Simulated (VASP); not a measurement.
Input of a VASP 6.6.1 run:

File POSCAR:

```
AlN
1.0
    3.1302469247      0.0000000000      0.0000000000
   -1.5651234624      2.7108733569      0.0000000000
    0.0000000000      0.0000000000      5.0179926666
Al N
2 2
Direct
    0.3333333333      0.6666666667     -0.0007707950
    0.6666666667      0.3333333333      0.4992292050
    0.3333333333      0.6666666667      0.3807707950
    0.6666666667      0.3333333333      0.8807707950
```

File INCAR.step1:

```
SYSTEM = AlN
PREC     = Accurate       ! precision mode
ENCUT    = 520            ! plane-wave cutoff, eV
ISMEAR   = 0              ! smearing method
SIGMA    = 0.02           ! smearing width, eV
LREAL    = .False.        ! projectors in reciprocal space
LASPH    = .True.         ! aspherical terms in the spheres
NELM     = 60             ! most SCF steps
NBANDS   = 16             ! bands
GGA      = PE             ! functional
ALGO     = Normal         ! electronic algorithm
EDIFF    = 1E-4           ! SCF threshold, eV
LWAVE    = .True.         ! write WAVECAR
LCHARG   = .False.        ! write CHGCAR
```

File INCAR.step2:

```
SYSTEM = AlN
PREC     = Accurate       ! precision mode
ENCUT    = 520            ! plane-wave cutoff, eV
EDIFF    = 1E-7           ! SCF threshold, eV
ISMEAR   = 0              ! smearing method
SIGMA    = 0.02           ! smearing width, eV
LREAL    = .False.        ! projectors in reciprocal space
LASPH    = .True.         ! aspherical terms in the spheres
NELM     = 60             ! most SCF steps
ALGO     = Normal         ! electronic algorithm
ISIF     = 2              ! what is computed and relaxed
LWAVE    = .False.        ! write WAVECAR
LCHARG   = .False.        ! write CHGCAR
METAGGA  = R2SCAN         ! meta-GGA
LMIXTAU  = .True.       
NBANDS   = 16             ! bands
ISTART   = 1
```

Contents of KPOINTS:

```
regular mesh
0
Gamma
  12 12 6
  0 0 0
```

Potentials or basis: VASP PAW PBE potentials, release 64 (Al, N).

Command:

```console
$ cat potpaw_PBE.64/Al/POTCAR potpaw_PBE.64/N/POTCAR > POTCAR
$ cp INCAR.step1 INCAR
$ mpirun -np 1 vasp_std > vasp.out
$ cp INCAR.step2 INCAR
$ mpirun -np 1 vasp_std > vasp.out
```

(1) What does it give for the pressure?

(2) Estimate the largest force.

(3) What does it give for the band gap on the k mesh?

Answers

(1) -5.0 GPa.

(2) 0.007 eV/Å.

(3) 4.71 eV, direct.

Caveat: the PAW data sets were made with another functional, which shifts forces and pressure a little.
